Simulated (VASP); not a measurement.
# AlN (P6_3mc) in VASP: further runs, part 2 of 2

VASP 6.6.1.

### 4 Relaxation of the atoms, PBE

This run uses another cell than the first one, of 11.72 Å³/atom.

The input, INCAR:

```
ALGO     = Normal         # electronic algorithm
EDIFF    = 1E-7           # SCF threshold, eV
EDIFFG   = -0.01          # ionic threshold
ENCUT    = 520            # plane-wave cutoff, eV
GGA      = PE             # functional
IBRION   = 2              # ionic algorithm
ISIF     = 2              # what is computed and relaxed
ISMEAR   = 0              # smearing method
LASPH    = T              # aspherical terms in the spheres
LCHARG   = F              # write CHGCAR
LREAL    = F              # projectors in reciprocal space
LWAVE    = F              # write WAVECAR
NELM     = 60             # most SCF steps
NSW      = 50             # ionic steps
PREC     = Accurate       # precision mode
SIGMA    = 0.05           # smearing width, eV
```

The input, KPOINTS:

```
k-points
0
Gamma
  9 9 6
```

The input, POSCAR:

```
AlN
1.0
    3.1612000000      0.0000000000      0.0000000000
   -1.5806000000      2.7376795064      0.0000000000
    0.0000000000      0.0000000000      5.4183000000
Al N
2 2
Direct
    0.3333333333      0.6666666667      0.0017290859
    0.6666666667      0.3333333333      0.5017290859
    0.3333333333      0.6666666667      0.3832709141
    0.6666666667      0.3333333333      0.8832709141
```

Potentials or basis: VASP PAW PBE potentials, release 64 (Al, N).

The run is started by

```sh
cat potpaw_PBE.64/Al/POTCAR potpaw_PBE.64/N/POTCAR > POTCAR
mpirun -np 1 vasp_std > vasp.out
```

OUTCAR:

```text
EDIFF = 1E-7
   EDIFFG = -0.01
   ENCUT = 520
   GGA = PE
   IBRION = 2
   ISIF = 2
   ISMEAR = 0
   LASPH = T
   LREAL = F
   NELM = 60
   NSW = 50
   PREC = Accurate

 ion  position               nearest neighbor table
   1  0.333  0.667  0.002-   4 1.93   4 1.93   4 1.93   3 2.07   2 3.27   2 3.27   2 3.27   2 3.27
                             2 3.27   2 3.27
   2  0.667  0.333  0.502-   3 1.93   3 1.93   3 1.93   4 2.07   1 3.27   1 3.27   1 3.27   1 3.27
                             1 3.27   1 3.27
   3  0.333  0.667  0.383-   2 1.93   2 1.93   2 1.93   1 2.07
   4  0.667  0.333  0.883-   1 1.93   1 1.93   1 1.93   2 2.07

  LATTYP: Found a hexagonal cell.
 ALAT       =     3.1612000000
 C/A-ratio  =     1.7140010123

  Lattice vectors:

 A1 = (   3.1612000000,   0.0000000000,   0.0000000000)
 A2 = (  -1.5806000000,   2.7376795064,   0.0000000000)
 A3 = (   0.0000000000,   0.0000000000,   5.4183000000)

Analysis of symmetry for initial positions (statically):
=====================================================================
 Subroutine PRICEL returns:
 Original cell was already a primitive cell.

 Routine SETGRP: Setting up the symmetry group for a
 hexagonal supercell.

 Subroutine GETGRP returns: Found 12 space group operations
 (whereof  6 operations were pure point group operations)
 out of a pool of 24 trial point group operations.

The static configuration has the point symmetry C_3v.
 The point group associated with its full space group is C_6v.

Analysis of symmetry for dynamics (positions and initial velocities):
=====================================================================
 Subroutine PRICEL returns:
 Original cell was already a primitive cell.

 Routine SETGRP: Setting up the symmetry group for a
 hexagonal supercell.

 Subroutine GETGRP returns: Found 12 space group operations
 (whereof  6 operations were pure point group operations)
 out of a pool of 24 trial point group operations.

The dynamic configuration has the point symmetry C_3v.
 The point group associated with its full space group is C_6v.
[... 146 lines left out ...]

 Free energy of the ion-electron system (eV)
  ---------------------------------------------------
  ext. energy  EPLUGINS =         0.00000000
  ---------------------------------------------------
  free energy    TOTEN  =       -29.44220617 eV

  energy without entropy =      -29.44220617  energy(sigma->0) =      -29.44220617

------------------------ aborting loop because EDIFF is reached ----------------------------------------

  FORCE on cell =-STRESS in cart. coord.  units (eV):
  Direction    XX          YY          ZZ          XY          YZ          ZX
  --------------------------------------------------------------------------------------
  -------------------------------------------------------------------------------------
  Total       -2.5003400     -2.5003400     -7.6262527      0.0000000     -0.0000000      0.0000000
  in kB      -85.4303184    -85.4303184   -260.5698425      0.0000000     -0.0000000      0.0000000
  external PRESSURE =    -143.8101597 kB  Pullay stress =       0.0000000 kB
[... 63 lines left out ...]
--------------------------------------- Ionic step        3  -------------------------------------------

 number of electron      16.0000000 magnetization

 Free energy of the ion-electron system (eV)
  ---------------------------------------------------
  ext. energy  EPLUGINS =         0.00000000
  ---------------------------------------------------
  free energy    TOTEN  =       -29.45018748 eV

  energy without entropy =      -29.45018748  energy(sigma->0) =      -29.45018748

 E-fermi :   5.2488     XC(G=0): -10.4206

 val. band max:        5.0291181449   @ k =   0.0000   0.0000   0.0000
 cond. band min:       8.1604075295   @ k =   0.0000   0.0000   0.0000
 fundamental gap:      3.1312893846
 Fermi energy:         5.2487686776

 k-point     1 :       0.0000    0.0000    0.0000
  band No.  band energies     occupation
      1      -9.4318      2.00000
      2      -7.8616      2.00000
      3      -0.6086      2.00000
      4       4.5684      2.00000
      5       4.5684      2.00000
      6       4.7876      2.00000
      7       5.0291      2.00000
      8       5.0291      2.00000
      9       8.1604      0.00000
     10      11.3774      0.00000
     11      14.3705      0.00000
     12      16.0010      0.00000
[... 331 lines left out ...]
 k-point    24 :       0.3333    0.3333    0.1667
  band No.  band energies     occupation
      1      -7.2526      2.00000
      2      -7.2526      2.00000
      3       0.9512      2.00000
      4       1.1858      2.00000
      5       1.1858      2.00000
      6       2.5072      2.00000
      7       3.2645      2.00000
      8       3.2645      2.00000
      9      10.0631      0.00000
     10      12.8910      0.00000
     11      13.2274      0.00000
     12      13.2274      0.00000

 [... further k-points ...]

------------------------ aborting loop because EDIFF is reached ----------------------------------------

  FORCE on cell =-STRESS in cart. coord.  units (eV):
  Direction    XX          YY          ZZ          XY          YZ          ZX
  --------------------------------------------------------------------------------------
  -------------------------------------------------------------------------------------
  Total       -2.7001318     -2.7001318     -7.6924660      0.0000000      0.0000000      0.0000000
  in kB      -92.2566993    -92.2566993   -262.8321839      0.0000000      0.0000000      0.0000000
  external PRESSURE =    -149.1151942 kB  Pullay stress =       0.0000000 kB
[... 19 lines left out ...]
  FREE ENERGIE OF THE ION-ELECTRON SYSTEM (eV)
  ---------------------------------------------------
  free  energy   TOTEN  =       -29.4501874775 eV

  energy  without entropy=      -29.4501874775  energy(sigma->0) =      -29.45018748

 reached required accuracy - stopping structural energy minimisation
```

Run time: 85 s. Hardware: 1 thread of Intel Xeon 8259CL, shared host; peak memory 0.17 GiB.

What came out:

- Free energy: -29.4502 eV
- Energy gained by relaxing: 2.0 meV/atom
- Ionic steps: 3
- Pressure after relaxing: -14.9 GPa
- Band gap on the k mesh: 3.13 eV

Stress tensor (GPa, compression positive):
```
 -9.23   0.00   0.00
  0.00  -9.23   0.00
  0.00   0.00 -26.28
```

The path:
| step | energy change (eV) | largest force (eV/Å) | pressure (GPa) |
| --- | --- | --- | --- |
| 1 | 0.0000 | 0.2342 | -14.38 |
| 2 | -0.0071 | 0.0789 | -14.76 |
| 3 | -0.0080 | 0.0009 | -14.91 |

Final structure:
```
Al N
1.0
     3.16120    0.00000    0.00000
    -1.58060    2.73768    0.00000
     0.00000    0.00000    5.41830
Al N
2 2
Direct
  0.33333 0.66667 0.00479
  0.66667 0.33333 0.50479
  0.33333 0.66667 0.38021
  0.66667 0.33333 0.88021
```

A hybrid or GW would open this gap; PBE tends to underestimate it.

### 5 Summary

| cell | gap on the mesh (eV) | pressure (GPa) |
| --- | --- | --- |
| atoms relaxed from a = 3.224, b = 3.224, c = 5.017 Å, angles 90.0, 90.0, 120.0°, 4 atoms | 3.41 | -10.6 |
| atoms relaxed from a = 3.067, b = 3.067, c = 5.619 Å, angles 90.0, 90.0, 120.0°, 4 atoms | 2.78 | -9.6 |
| atoms relaxed from a = 3.161, b = 3.161, c = 5.418 Å, angles 90.0, 90.0, 120.0°, 4 atoms | 3.13 | -14.9 |

Alike in all rows: task relaxation of the atoms; level PBE; potentials or basis VASP PAW PBE potentials, release 64 (Al, N); no spin polarisation; k mesh 9 × 9 × 6; cutoff (eV) 520; smearing gaussian 0.05 eV.

Absolute energies hang on the potentials; compare differences alone.
